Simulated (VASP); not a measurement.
A run of VASP 6.6.1 is set up as follows.

The input INCAR:

```
SYSTEM = C
PREC = Accurate
ENCUT = 520
EDIFF = 1E-6
ISMEAR = 0
SIGMA = 0.05
LREAL = .FALSE.
LASPH = .TRUE.
NELM = 80
ALGO = Normal
ISIF = 2
LWAVE = .FALSE.
LCHARG = .TRUE.
GGA = PE
LELF = .TRUE.
LVHAR = .TRUE.
NBANDS = 36
```

KPOINTS

```
regular mesh
0
G
  10 10 2
  0 0 0
```

The input POSCAR:

```
C
1.0
    1.7857375322     -1.7857375322      0.0000000000
    1.7857375322      0.0000000000     -1.7857375322
    8.0358188949      6.6965157458      6.6965157458
C
12
Direct
    0.5989500000      0.5989500000      0.2708666667
   -0.0260500000     -0.0260500000      0.1042000000
    0.2239500000      0.2239500000      0.4375333333
    0.4739500000      0.4739500000      0.7708666667
    0.8489500000      0.8489500000      0.6042000000
    0.0989500000      0.0989500000      0.9375333333
    0.5677000000      0.5677000000      0.3958666667
    0.9427000000      0.9427000000      0.2292000000
    0.1927000000      0.1927000000      0.5625333333
    0.4427000000      0.4427000000      0.8958666667
   -0.1823000000     -0.1823000000      0.7292000000
    0.3177000000      0.3177000000      0.0625333333
```

Potentials or basis: VASP PAW PBE potentials, release 64 (C).

The run is started by

```console
$ cat potpaw_PBE.64/C/POTCAR > POTCAR
$ mpirun -np 1 vasp_std > vasp.out
```

(1) What does it give for the largest force?

(2) What does it give for the pressure?

(3) Predict the band gap on the k mesh.

Answers

(1) 5.945 eV/Å.

(2) 5.2 GPa.

(3) 0.73 eV, indirect (least direct gap 2.14 eV).

Caveat: forces of over 1 eV/Å act on the atoms, so gaps and moduli don't describe the material at rest.
